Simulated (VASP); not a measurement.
# BaTiO3 in VASP: a series of runs, part 2 of 2

VASP 6.6.1.

## 3. Single point, PBE, collinear spin

INCAR

```
PREC = Accurate
ENCUT = 520
EDIFF = 1E-6
ISMEAR = 0
SIGMA = 0.1
LREAL = False
LASPH = True
NELM = 150
ALGO = Normal
ISIF = 2
LWAVE = False
LCHARG = False
ISPIN = 2
MAGMOM = 0 1 0 0 0
LORBIT = 11
LMAXMIX = 4
GGA = PE
NBANDS = 32
```

KPOINTS

```
regular mesh
0
Gamma
  6 6 6
```

POSCAR

```
BaTiO3
1.0
    2.8482561214      1.6444414384      2.3355603327
   -2.8482561214      1.6444414384      2.3355603327
    0.0000000000     -3.2888828769      2.3355603327
Ba Ti O
1 1 3
Direct
    0.0001460400      0.0001460400      0.0001460400
    0.5133377100      0.5133377100      0.5133377100
    0.4889503100      0.9797166300      0.4889503100
    0.4889503100      0.4889503100      0.9797166300
    0.9797166300      0.4889503100      0.4889503100
```

Potentials or basis: VASP PAW PBE potentials, release 64 (Ba_sv, Ti_sv, O).

Run with:

```sh
$ cat potpaw_PBE.64/Ba_sv/POTCAR potpaw_PBE.64/Ti_sv/POTCAR potpaw_PBE.64/O/POTCAR > POTCAR
$ mpirun -np 1 vasp_std > vasp.out
```

It took 2 min on 1 thread of Intel Xeon Platinum 8488C (Sapphire Rapids), shared host; peak memory 0.25 GiB.

It converged, with:

* Free energy: -40.0367 eV
* Pressure: 3.1 GPa
* Largest force: 0.055 eV/Å
* Band gap on the k mesh: 2.35 eV (least direct gap 2.77 eV)
* Net moment: 0.00 μB per cell
* Valence electrons inside the program's atomic spheres: Ba 7.97; Ti 10.26; O 5.03

Forces on the atoms (eV/Å):
```
Ba   0.000  0.000  0.018
Ti   0.000  0.000  0.055
O   -0.027  0.016 -0.024
O    0.000 -0.031 -0.024
O    0.027  0.016 -0.024
```

Levels at points of the mesh, in eV from the valence-band top:
Spin up:
```
           k point  band 17  band 18  band 19  band 20  band 21  band 22  band 23  band 24
(0.00, 0.00, 0.00)    -1.03    -0.55    -0.42    -0.42     2.35     2.35     2.48     4.35
(0.50, 0.00, 0.00)    -1.66    -1.59    -0.96    -0.84     2.50     3.68     3.78     4.31
(0.50, 0.50, 0.00)    -1.63    -0.90    -0.85    -0.09     3.75     3.75     4.08     4.89
(0.50, 0.50, 0.50)    -2.35    -0.02    -0.02     0.00     4.20     4.35     4.35     6.51
```
Spin down:
```tsv
k point	band 16	band 17	band 18	band 19	band 20	band 21	band 22	band 23	band 24	band 25
(0.00, 0.00, 0.00)	-1.28	-1.03	-0.55	-0.42	-0.42	2.35	2.35	2.48	4.35	4.35
(0.50, 0.00, 0.00)	-2.04	-1.66	-1.59	-0.96	-0.84	2.50	3.68	3.78	4.31	5.96
(0.50, 0.50, 0.00)	-2.63	-1.63	-0.90	-0.85	-0.09	3.75	3.75	4.08	4.89	7.61
(0.50, 0.50, 0.50)	-2.40	-2.35	-0.02	-0.02	0.00	4.20	4.35	4.35	6.51	6.51
```

Caveat: the cell stands under pressure; spin-orbit coupling is left out, which moves the levels of the heavy elements. A k mesh can miss the band edges.

## 4. Single point, PBE

This run uses another cell than the first one, of 12.99 Å³/atom.

INCAR

```
  ALGO = Normal
  EDIFF = 1E-6
  ENCUT = 520
  GGA = PE
  ISIF = 2
  ISMEAR = 0
  LASPH = True
  LCHARG = False
  LREAL = False
  LWAVE = False
  NBANDS = 28
  NELM = 60
  PREC = Accurate
  SIGMA = 0.02
```

KPOINTS

```
k-points
0
Gamma
  8 8 8
```

POSCAR

```
BaTiO3
1.0
    4.0192335066      0.0000000000      0.0000000000
    0.0000000000      4.0192335066      0.0000000000
    0.0000000000      0.0000000000      4.0192335066
Ba Ti O
1 1 3
Direct
    0.0000000000      0.0000000000      0.0000000000
    0.5000000000      0.5000000000      0.5000000000
    0.0000000000      0.5000000000      0.5000000000
    0.5000000000      0.0000000000      0.5000000000
    0.5000000000      0.5000000000      0.0000000000
```

Run with:

```sh
$ cat potpaw_PBE.64/Ba_sv/POTCAR potpaw_PBE.64/Ti_sv/POTCAR potpaw_PBE.64/O/POTCAR > POTCAR
$ mpirun -np 1 vasp_std > vasp.out
```

Wall time 95 s (1 thread of Intel Xeon 8259CL, shared host); peak memory 0.21 GiB.

It converged, with:

```
Free energy            : -39.9818 eV
Pressure               : 1.7 GPa
Band gap on the k mesh : 1.72 eV (least direct gap 1.88 eV)
```

Levels at points of the mesh, in eV from the valence-band top:
| k point | band 18 | band 19 | band 20 | band 21 | band 22 | band 23 |
| --- | --- | --- | --- | --- | --- | --- |
| (0.00, 0.00, 0.00) | -0.16 | -0.16 | -0.16 | 1.72 | 1.72 | 1.72 |
| (0.50, 0.00, 0.00) | -1.81 | -0.71 | -0.71 | 1.87 | 3.42 | 3.42 |
| (0.50, 0.50, 0.00) | -0.88 | -0.88 | -0.09 | 3.43 | 3.43 | 3.84 |
| (0.50, 0.50, 0.50) | 0.00 | 0.00 | 0.00 | 4.08 | 4.08 | 4.08 |

Caveat: spin-orbit coupling is left out, which moves the levels of the heavy elements. A k mesh can miss the band edges.

## 5. Single point, PBE, collinear spin

This run uses another cell than the first one, of 12.78 Å³/atom.

INCAR

```
ALGO = Normal
EDIFF = 1E-6
ENCUT = 520
GGA = PE
ISIF = 2
ISMEAR = 0
ISPIN = 2
LASPH = True
LCHARG = False
LMAXMIX = 4
LORBIT = 11
LREAL = False
LWAVE = False
MAGMOM = 0 1 0 0 0
NBANDS = 32
NELM = 150
PREC = Accurate
SIGMA = 0.1
```

KPOINTS

```
k-points
0
Gamma
  4 4 4
```

POSCAR: that of step 4 with these lines changed.

```diff
@@ -2,5 +2,5 @@
 1.0
-    4.0192335066      0.0000000000      0.0000000000
-    0.0000000000      4.0192335066      0.0000000000
-    0.0000000000      0.0000000000      4.0192335066
+    3.9980645376      0.0000000000      0.0000000000
+    0.0000000000      3.9980645376      0.0000000000
+    0.0000000000      0.0000000000      3.9980645376
 Ba Ti O
```

Run with:

```sh
$ cat potpaw_PBE.64/Ba_sv/POTCAR potpaw_PBE.64/Ti_sv/POTCAR potpaw_PBE.64/O/POTCAR > POTCAR
$ mpirun -np 1 vasp_std > vasp.out
```

Wall time 79 s (1 thread of Intel Xeon 8259CL, shared host); peak memory 0.21 GiB.

The run converged. Its results:

```yaml
Free_energy: -39.9438 eV
Pressure: 4.5 GPa
Band_gap_on_the_k_mesh: 1.73 eV (least direct gap 1.88 eV)
Net_moment: 0.00 μB per cell
Valence_electrons_inside_the_program's_atomic_spheres: Ba 7.99; Ti 10.18; O 5.03
```

Levels at points of the mesh, in eV from the valence-band top:
Spin up:
```csv
k point,band 16,band 17,band 18,band 19,band 20,band 21,band 22,band 23,band 24,band 25
"(0.00, 0.00, 0.00)",-1.10,-1.10,-0.14,-0.14,-0.14,1.73,1.73,1.73,3.90,3.90
"(0.50, 0.00, 0.00)",-1.93,-1.84,-1.84,-0.72,-0.72,1.89,3.48,3.48,3.91,5.94
"(0.50, 0.50, 0.00)",-2.71,-1.72,-0.87,-0.87,-0.09,3.49,3.49,3.90,4.76,7.69
"(0.50, 0.50, 0.50)",-2.41,-2.41,0.00,0.00,0.00,4.16,4.16,4.16,6.74,6.74
```
Spin down:
```csv
k point,band 17,band 18,band 19,band 20,band 21,band 22,band 23,band 24
"(0.00, 0.00, 0.00)",-1.10,-0.14,-0.14,-0.14,1.73,1.73,1.73,3.90
"(0.50, 0.00, 0.00)",-1.84,-1.84,-0.72,-0.72,1.89,3.48,3.48,3.91
"(0.50, 0.50, 0.00)",-1.72,-0.87,-0.87,-0.09,3.49,3.49,3.90,4.76
"(0.50, 0.50, 0.50)",-2.41,0.00,0.00,0.00,4.16,4.16,4.16,6.74
```

Caveat: the cell stands under pressure; spin-orbit coupling is left out, which moves the levels of the heavy elements. A k mesh can miss the band edges.

## 6. Relaxation of cell and atoms, PBE

This run uses another cell than the first one, of 12.78 Å³/atom.

INCAR

```
ALGO = Normal ; EDIFF = 1E-6
EDIFFG = -0.01 ; ENCUT = 600
GGA = PE ; IBRION = 2
ISIF = 3 ; ISMEAR = 0
LASPH = T ; LCHARG = F
LREAL = F ; LWAVE = F
NELM = 80 ; NSW = 100
PREC = Accurate ; SIGMA = 0.02
```

KPOINTS

```
k-points
0
Gamma
  8 8 8
```

POSCAR is that of step 5.

Potentials or basis: VASP PAW PBE potentials, release 64 (Ba_sv, Ti_sv, O).

Run with:

```sh
$ cat potpaw_PBE.64/Ba_sv/POTCAR potpaw_PBE.64/Ti_sv/POTCAR potpaw_PBE.64/O/POTCAR > POTCAR
$ mpirun -np 1 vasp_std > vasp.out
```

Wall time 3 min (1 thread of Intel Xeon 8259CL, shared host); peak memory 0.23 GiB.

The run converged. Its results:

```
Free energy                           : -39.9892 eV
Relaxed volume                        : 13.11 Å³/atom
Relaxed cell                          : a = 4.032 Å, b = 4.032 Å, c = 4.032 Å, α = 90.00°, β = 90.00°, γ = 90.00°
Space group after relaxing (to 0.1 Å) : Pm-3m (No. 221)
Energy gained by relaxing             : 4.3 meV/atom
Ionic steps                           : 3
Pressure after relaxing               : 0.0 GPa
Band gap on the k mesh                : 1.70 eV (least direct gap 1.87 eV)
```

The path:
```csv
step,energy change (eV),largest force (eV/Å),pressure (GPa),volume (Å³)
1,0.0000,0.0000,4.34,63.91
2,-0.0025,0.0000,-3.71,67.16
3,-0.0216,0.0000,-0.01,65.55
```

Final structure:
```xyz
5
Lattice="4.0321 0.0000 0.0000 0.0000 4.0321 0.0000 0.0000 0.0000 4.0321" Properties=species:S:1:pos:R:3 pbc="T T T"
Ba    0.0000    0.0000    0.0000
Ti    2.0160    2.0160    2.0160
O     0.0000    2.0160    2.0160
O     2.0160    0.0000    2.0160
O     2.0160    2.0160    0.0000
```

Levels at points of the mesh, in eV from the valence-band top:
```csv
k point,band 18,band 19,band 20,band 21,band 22,band 23
"(0.00, 0.00, 0.00)",-0.17,-0.17,-0.17,1.70,1.70,1.70
"(0.50, 0.00, 0.00)",-1.80,-0.71,-0.71,1.85,3.38,3.38
"(0.50, 0.50, 0.00)",-0.88,-0.88,-0.09,3.38,3.38,3.79
"(0.50, 0.50, 0.50)",0.00,0.00,0.00,4.02,4.02,4.02
```

Caveat: spin-orbit coupling is left out, which moves the levels of the heavy elements. A k mesh can miss the band edges.

## 7. Overview

```tsv
task	spin	cell	k mesh	cutoff (eV)	smearing	gap on the mesh (eV)	pressure (GPa)	moment (μB)	relaxed volume (Å³/atom)	largest force (eV/Å)
relaxation of cell and atoms	off	relaxed from a = 4.034 Å, angles 89.8°, 5 atoms, atomic positions A	6 × 6 × 6	600	gaussian 0.02 eV	2.58	0.0	-	13.53	0.01
single point	collinear	a = 4.034 Å, angles 89.8°, 5 atoms, atomic positions A	6 × 6 × 6	520	gaussian 0.1 eV	2.35	3.1	0.00	-	0.06
single point	off	a = 4.019 Å, 5 atoms, atomic positions B	8 × 8 × 8	520	gaussian 0.02 eV	1.72	1.7	-	-	-
single point	collinear	a = 3.998 Å, 5 atoms, atomic positions B	4 × 4 × 4	520	gaussian 0.1 eV	1.73	4.5	0.00	-	-
relaxation of cell and atoms	off	relaxed from a = 3.998 Å, 5 atoms, atomic positions B	8 × 8 × 8	600	gaussian 0.02 eV	1.70	0.0	-	13.11	-
```

Alike in all rows: level PBE; potentials or basis VASP PAW PBE potentials, release 64 (Ba_sv, Ti_sv, O).

Caveats: spin-orbit coupling is left out, which moves the levels of the heavy elements; the cell stands under pressure (at least some runs).

Total energies depend on the potentials used, so only differences within one code and one set of settings carry meaning.
